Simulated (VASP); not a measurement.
TaN, 2 atoms in the cell. It takes space group P-6m2 (No. 187, hexagonal). The conventional cell has a = 2.944 Å, b = 2.944 Å, c = 2.833 Å, α = 90.00°, β = 90.00°, γ = 120.00°. Ta (site symmetry -6m2) has 6 N at 2.21 Å and 2 Ta at 2.83 Å within 2.9 Å. N (site symmetry -6m2) has 6 Ta at 2.21 Å and 2 N at 2.83 Å within 2.9 Å.  This cell differs from its parent crystal: volume 10.628 Å^3 an atom, c/a of the conventional cell 0.9623.

| Property | Result |
| --- | --- |
| Program | VASP 6.6.1 |
| Task | single point |
| Functional | PBEsol |
| Potentials or basis | VASP PAW PBE potentials, release 64 (Ta_pv, N) |
| Cutoff | 520 eV |
| k mesh | 21 × 21 × 18 |
| Occupations | gaussian, width 0.15 eV |
| Spin | no spin polarisation |
| Dipole correction | no |
| Further INCAR settings | ALGO = Normal; EDIFF = 1e-07; NBANDS = 15 |

Potentials or basis: VASP PAW PBE potentials, release 64 (Ta_pv, N).

The run is started by

```console
$ cat potpaw_PBE.64/Ta_pv/POTCAR potpaw_PBE.64/N/POTCAR > POTCAR
$ mpirun -np 1 vasp_std > vasp.out
```

Hardware: 1 thread of Intel(R) Xeon(R) 6975P-C (Granite Rapids) (shared host).

Estimate the wall time of this run.

Wall time 88 s on 1 thread of Intel(R) Xeon(R) 6975P-C (Granite Rapids), on a shared host, peak memory 0.27 GiB. Counts: scf iterations 13, k points 480.
